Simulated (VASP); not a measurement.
# Lu2AlSb2 (Immm) in VASP: a series of runs

Aim: see how the results for Lu2AlSb2 move with the level of theory and the settings. Levels: PBE+D4, PBE. Tasks: single point, relaxation of cell and atoms.

All numbers are computed with VASP 6.6.1; they aren't measurements. Logs are shortened: lines on timing, memory, paths and dates and some standing lists are left out, and cuts for length are marked.

**1. The cell of the first run**

It takes space group Immm (No. 71, orthorhombic). Conventional cell: a = 3.986 Å, b = 7.339 Å, c = 8.162 Å, α = 90.00°, β = 90.00°, γ = 90.00°. Lu (site symmetry mm2) has 4 Al at 3.04 to 4.08 Å and 6 Sb at 3.09 to 3.12 Å and 7 Lu at 3.57 to 4.21 Å within 4.3 Å. Sb (site symmetry m2m) has 2 Al at 2.87 Å and 6 Lu at 3.09 to 3.12 Å and 1 Sb at 3.21 Å within 3.8 Å. Al (site symmetry mmm) has 4 Sb at 2.87 Å and 4 Lu at 3.04 Å within 3.8 Å.

**2. Single point, PBE+D4**

INCAR reads:

```
  PREC = Accurate
  ENCUT = 520
  EDIFF = 1E-7
  ISMEAR = -1
  SIGMA = 0.001
  LREAL = False
  LASPH = True
  NELM = 100
  ALGO = Normal
  ISIF = 2
  LWAVE = False
  LCHARG = True
  GGA = PE
  IVDW = 13
  LELF = True
  LVHAR = True
  NBANDS = 40
```

KPOINTS reads:

```
Automatic mesh
0
Gamma
  5 5 5
```

POSCAR reads:

```
Lu2AlSb2
1.0
    0.0000000000     -0.0000003191      3.9862007233
    4.0808980809     -3.6694419716      1.9931000679
    4.0808980809      3.6694419716     -1.9931000679
Lu Sb Al
2 2 1
Direct
    0.5000000000      0.7189731297      0.7189731297
    0.5000000000      0.2810268703      0.2810268703
    0.7813863105      0.7186136895      0.2813863105
    0.2186136895      0.2813863105      0.7186136895
    0.0000000000      0.0000000000      0.0000000000
```

Potentials or basis: VASP PAW PBE potentials, release 64 (Lu, Sb, Al).

Started as:

```console
$ cat potpaw_PBE.64/Lu/POTCAR potpaw_PBE.64/Sb/POTCAR potpaw_PBE.64/Al/POTCAR > POTCAR
$ mpirun -np 1 vasp_std > vasp.out
```

OUTCAR:

```text
PREC = Accurate
   ENCUT = 520
   EDIFF = 1E-7
   ISMEAR = -1
   LREAL = False
   LASPH = True
   NELM = 100
   ISIF = 2
   GGA = PE
   IVDW = 13

 ion  position               nearest neighbor table
   1  0.500  0.719  0.719-   5 3.04   5 3.04   4 3.09   3 3.09   3 3.12   4 3.12   3 3.12   4 3.12
                             2 3.57
   2  0.500  0.281  0.281-   5 3.04   5 3.04   3 3.09   4 3.09   3 3.12   4 3.12   3 3.12   4 3.12
                             1 3.57
   3  0.781  0.719  0.281-   5 2.87   5 2.87   1 3.09   2 3.09   2 3.12   1 3.12   1 3.12   2 3.12
                             4 3.21
   4  0.219  0.281  0.719-   5 2.87   5 2.87   2 3.09   1 3.09   1 3.12   2 3.12   1 3.12   2 3.12
                             3 3.21
   5  0.000  0.000  0.000-   3 2.87   4 2.87   3 2.87   4 2.87   2 3.04   1 3.04   2 3.04   1 3.04

  LATTYP: Found a body centered orthorhombic cell.
 ALAT       =     3.9862007233
 B/A-ratio  =     1.8410722725
 C/A-ratio  =     2.0475125886

  Lattice vectors:

 A1 = (  -4.0808980809,   3.6694419716,  -1.9931000679)
 A2 = (  -4.0808980809,  -3.6694419716,   1.9931000679)
 A3 = (   4.0808980809,   3.6694416525,   1.9931006554)

Analysis of symmetry for initial positions (statically):
=====================================================================
 Subroutine PRICEL returns:
 Original cell was already a primitive cell.

 Routine SETGRP: Setting up the symmetry group for a
 body centered orthorhombic supercell.

 Subroutine GETGRP returns: Found  8 space group operations
 (whereof  8 operations were pure point group operations)
 out of a pool of  8 trial point group operations.

The static configuration has the point symmetry D_2h.

Analysis of symmetry for dynamics (positions and initial velocities):
=====================================================================
 Subroutine PRICEL returns:
 Original cell was already a primitive cell.

 Routine SETGRP: Setting up the symmetry group for a
 body centered orthorhombic supercell.

 Subroutine GETGRP returns: Found  8 space group operations
 (whereof  8 operations were pure point group operations)
 out of a pool of  8 trial point group operations.

The dynamic configuration has the point symmetry D_2h.

 Subroutine INISYM returns: Found  8 space group operations
 (whereof  8 operations are pure point group operations),
 and found     1 'primitive' translations

[... 101 lines left out ...]
   LREAL  =      F    real-space projection
   EDIFFG = 0.1E-05   stopping-criterion for IOM
   NSW    =      0    number of steps for IOM
   IBRION =     -1    ionic relax: 0-MD 1-quasi-New 2-CG
   NFREE  =      0    steps in history (QN), initial steepest desc. (CG)
   ISIF   =      2    stress and relaxation
   ISYM   =      2    0-nonsym 1-usesym 2-fastsym
   POTIM  = 0.5000    time-step for ionic-motion
   TEBEG  =    0.0;   TEEND  =   0.0 temperature during run
   PSTRESS=    0.0 pullay stress
   NELECT =      63.0000    total number of electrons
   NUPDOWN=      -1.0000    fix difference up-down
   EMIN   =  10.00;   EMAX   =-10.00  energy-range for DOS
   EFERMI =   0.00;   METHOD = LEGACY
   ISMEAR =    -1;   SIGMA  =   0.00  broadening in eV -4-tet -1-fermi 0-gaus
   EFERMI_NEDOS =   21; number of points for ismear=-14 and -15
   IALGO  =     38    algorithm
   IMIX   =      4    mixing-type and parameters
     AMIX     =   0.40;   BMIX     =  1.00
     AMIX_MAG =   1.60;   BMIX_MAG =  1.00
  volume/ion in A,a.u.               =      23.88       161.13
  Fermi-wavevector in a.u.,A,eV,Ry     =   1.322940  2.499993 23.812500  1.750169
  Thomas-Fermi vector in A             =   2.452584
   LORBIT       =      0    0 simple, 1 ext, 2 COOP (PROOUT), +10 PAW based schemes
   GGA     = PE    functional components
   LHFCALC =     F    Hartree Fock is set to
   AEXX    =    0.0000 exact exchange contribution
   IVDW    =    13    specifies the selected vdW correction
   LEPSILON=     F    determine dielectric tensor
   LRPA    =     F    only Hartree local field effects (RPA)
 non-spin polarized calculation
  energy-cutoff  :      520.00
  volume of cell :      119.38
 maximum number of plane-waves:      3248
 NGX is ok and might be reduce to    30
   NGX = 15   NGY = 21   NGZ = 21

 number of electron      63.0000000 magnetization

 Free energy of the ion-electron system (eV)
  ---------------------------------------------------
  ext. energy  EPLUGINS =         0.00000000
  ---------------------------------------------------
  free energy    TOTEN  =       -24.04995878 eV

  energy without entropy =      -24.04993466  energy(sigma->0) =      -24.04994672

 E-fermi :   6.0624     XC(G=0): -10.6957

 val. band max:        6.0604661187   @ k =   0.2000  -0.2000   0.2000
 cond. band min:       6.1017852659   @ k =   0.4000   0.4000  -0.0000
 fundamental gap:      0.0413191473
 Fermi energy:         6.0624120288

 k-point     1 :       0.0000    0.0000    0.0000
  band No.  band energies     occupation
      1     -50.2467      2.00000
      2     -50.2423      2.00000
      3     -21.0279      2.00000
      4     -20.9864      2.00000
      5     -20.9805      2.00000
      6     -20.8769      2.00000
[... 1021 lines left out ...]
     39      10.2488      0.00000
     40      10.6941      0.00000

 [... further k-points ...]

------------------------ aborting loop because EDIFF is reached ----------------------------------------

  DFT-D4 for vdW energy calculation

  Edisp (eV):   -1.89876

  FORCE on cell =-STRESS in cart. coord.  units (eV):
  Direction    XX          YY          ZZ          XY          YZ          ZX
  --------------------------------------------------------------------------------------
  -------------------------------------------------------------------------------------
  Total       0.18262     0.20685     0.15312     0.00000     0.00000     0.00000
  in kB       2.45090     2.77604     2.05489     0.00000     0.00000     0.00000
  external pressure =        2.43 kB  Pullay stress =        0.00 kB

 VOLUME and BASIS-vectors are now :
 -----------------------------------------------------------------------------
  energy-cutoff  :      520.00
  volume of cell :      119.38
      direct lattice vectors                 reciprocal lattice vectors
     0.000000000 -0.000000319  3.986200723     0.000000000  0.136260486  0.250865451
     4.080898081 -3.669441972  1.993100068     0.122522050 -0.136260507 -0.000000011
     4.080898081  3.669441972 -1.993100068     0.122522050  0.136260507  0.000000011

 POSITION                                       TOTAL-FORCE (eV/Angst)
 -----------------------------------------------------------------------------------
      5.86811     -0.00000      1.99310         0.004971     -0.000000     -0.000000
      2.29368     -0.00000      1.99310        -0.004971     -0.000000     -0.000000
      4.08090     -1.60438      3.98620        -0.000000      0.010811      0.000000
      4.08090      1.60438      0.00000        -0.000000     -0.010811     -0.000000
      0.00000      0.00000      0.00000         0.000000     -0.000000     -0.000000
 -----------------------------------------------------------------------------------
    total drift:                               -0.000000      0.000000     -0.000000

  FREE ENERGIE OF THE ION-ELECTRON SYSTEM (eV)
  ---------------------------------------------------
  free  energy   TOTEN  =       -25.9487181893 eV

  energy  without entropy=      -25.9486940760  energy(sigma->0) =      -25.94870613
```

Run time: 90 s. Hardware: 1 thread of Intel Xeon 6975P-C (Granite Rapids), shared host; peak memory 0.32 GiB.

Results:

```
Free energy                : -25.9487 eV
Pressure                   : 0.2 GPa
Largest force              : 0.011 eV/Å
Band gap on the k mesh     : zero (an odd number of electrons rules out a gap without spin polarisation)
Dispersion energy per atom : -0.380 eV
```

Forces on the atoms (eV/Å):
```
Lu   0.005  0.000  0.000
Lu  -0.005  0.000  0.000
Sb   0.000  0.011  0.000
Sb   0.000 -0.011  0.000
Al   0.000  0.000  0.000
```

Levels at points of the mesh, in eV from the Fermi level:
```csv
k point,band 28,band 29,band 30,band 31,band 32,band 33,band 34,band 35
"(0.00, 0.00, 0.00)",-2.07,-1.33,-1.00,-0.82,-0.44,0.08,2.21,3.01
```

Caveat: spin-orbit coupling is left out, which moves the levels of the heavy elements.

**3. Single point, PBE+D4**

INCAR reads:

```
SYSTEM = Lu2AlSb2
ALGO = Normal
EDIFF = 1E-6
ENCUT = 520
GGA = PE
ISIF = 2
ISMEAR = 1
IVDW = 13
LASPH = .True.
LCHARG = .False.
LREAL = .False.
LWAVE = .False.
NBANDS = 40
NELM = 60
PREC = Accurate
SIGMA = 0.0161
```

KPOINTS reads:

```
k-points
0
Gamma
  5 5 5
  0 0 0
```

POSCAR reads:

```
Lu2AlSb2
1.0
    0.0000000000     -0.0000003190      3.9851930614
    4.0811470904     -3.6707419497      1.9925962369
    4.0811470904      3.6707419497     -1.9925962369
Lu Sb Al
2 2 1
Direct
    0.5000000000      0.7189585633      0.7189585633
    0.5000000000      0.2810414367      0.2810414367
    0.7813469218      0.7186530782      0.2813469218
    0.2186530782      0.2813469218      0.7186530782
    0.0000000000      0.0000000000      0.0000000000
```

Potentials or basis: VASP PAW PBE potentials, release 64 (Lu, Sb, Al).

Started as:

```console
$ cat potpaw_PBE.64/Lu/POTCAR potpaw_PBE.64/Sb/POTCAR potpaw_PBE.64/Al/POTCAR > POTCAR
$ mpirun -np 1 vasp_std > vasp.out
```

It took 78 s on 1 thread of Intel Xeon 6975P-C (Granite Rapids), shared host; peak memory 0.32 GiB.

The run converged. Its results:

```yaml
Free_energy: -25.9488 eV
Pressure: 0.2 GPa
Largest_force: 0.014 eV/Å
Band_gap_on_the_k_mesh: zero (an odd number of electrons rules out a gap without spin polarisation)
Dispersion_energy_per_atom: -0.380 eV
```

Forces in eV/Å, atoms in the order of the input:
```
Lu   0.006  0.000  0.000
Lu  -0.006  0.000  0.000
Sb   0.000  0.014  0.000
Sb   0.000 -0.014  0.000
Al   0.000  0.000  0.000
```

Levels at points of the mesh, in eV from the Fermi level:
```csv
k point,band 28,band 29,band 30,band 31,band 32,band 33,band 34,band 35
"(0.00, 0.00, 0.00)",-2.07,-1.33,-1.00,-0.83,-0.45,0.07,2.21,3.00
```

Caveat: spin-orbit coupling is left out, which moves the levels of the heavy elements.

[end of part 1 of 3]

The gap in the log of VASP goes by the Fermi energy; the results here count the filled bands.